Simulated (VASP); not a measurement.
NiAgF3, 5 atoms in the cell. It takes space group Pm-3m (No. 221, cubic). Conventional cell: a = 4.004 Å, b = 4.004 Å, c = 4.004 Å, α = 90.00°, β = 90.00°, γ = 90.00°. Ni (site symmetry m-3m) has 6 F at 2.00 Å within 2.7 Å. Ag (site symmetry m-3m) has 12 F at 2.83 Å and 8 Ni at 3.47 Å within 3.7 Å. F (site symmetry 4/mmm) has 2 Ni at 2.00 Å within 2.7 Å. 

```yaml
Program: VASP 6.6.1
Task: single point
Functional: PBEsol
Potentials_or_basis: VASP PAW PBE potentials, release 64 (Ni, Ag, F)
Cutoff: 520 eV
k_mesh: 6 × 6 × 6
Occupations: gaussian, width 0.1 eV
Spin: collinear spin, ferromagnetic start
Starting_moments: "[1.0, 0.0, 0.0, 0.0, 0.0] μB"
Hubbard_terms: Ni d U = 6.0 eV
Dipole_correction: no
Further_INCAR_settings: ALGO = Normal; EDIFF = 1e-06; NBANDS = 33
```

Potentials or basis: VASP PAW PBE potentials, release 64 (Ni, Ag, F).

Launch:

```console
$ cat potpaw_PBE.64/Ni/POTCAR potpaw_PBE.64/Ag/POTCAR potpaw_PBE.64/F/POTCAR > POTCAR
$ mpirun -np 1 vasp_std > vasp.out
```

Hardware: 1 thread of Oxide Virtual Turin-like Processor, on a shared host.

**Question.** Estimate the wall time of this run.

**Answer.** It took 2.6 min on 1 thread of Oxide Virtual Turin-like Processor, on a shared host, peak memory 0.19 GiB. Counts: scf iterations 15, k points 20.
